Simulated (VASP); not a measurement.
The system is ZnO.

```xyz
2
Lattice="0.0000 2.1525 2.1525 2.1525 0.0000 2.1525 2.1525 2.1525 0.0000" Properties=species:S:1:pos:R:3 pbc="T T T"
Zn    0.0000    0.0000    0.0000
O     2.1525    2.1525    2.1525
```

This cell differs from its parent crystal: strain +0.9%.

Base run:

- Program: VASP 6.6.1
- Functional: r2SCAN
- Potentials or basis: VASP PAW PBE potentials, release 64 (Zn, O)
- Cutoff: 520 eV
- k mesh: 10 × 10 × 10
- Occupations: gaussian, width 0.01 eV
- Spin: no spin polarisation

Its results: band gap on the k mesh 1.42 eV, indirect (least direct gap 2.75 eV); pressure -3.4 GPa.

The run is repeated on the same cell with these changes: potentials or basis from VASP PAW PBE potentials, release 64 (Zn, O) to VASP PAW PBE potentials, release 64 (Zn, O_h); cutoff from 520 eV to 910 eV. What comes out?

Band gap on the k mesh 1.42 eV, indirect (least direct gap 2.76 eV); pressure -3.8 GPa.

Caveats: the PAW data sets were made with another functional, which shifts forces and pressure a little; the cutoff is under 1.25 times the usual one of these potentials, so pressure, stress and relaxed cells hold a basis-set (Pulay) error (some runs).

A k mesh can miss the band edges.
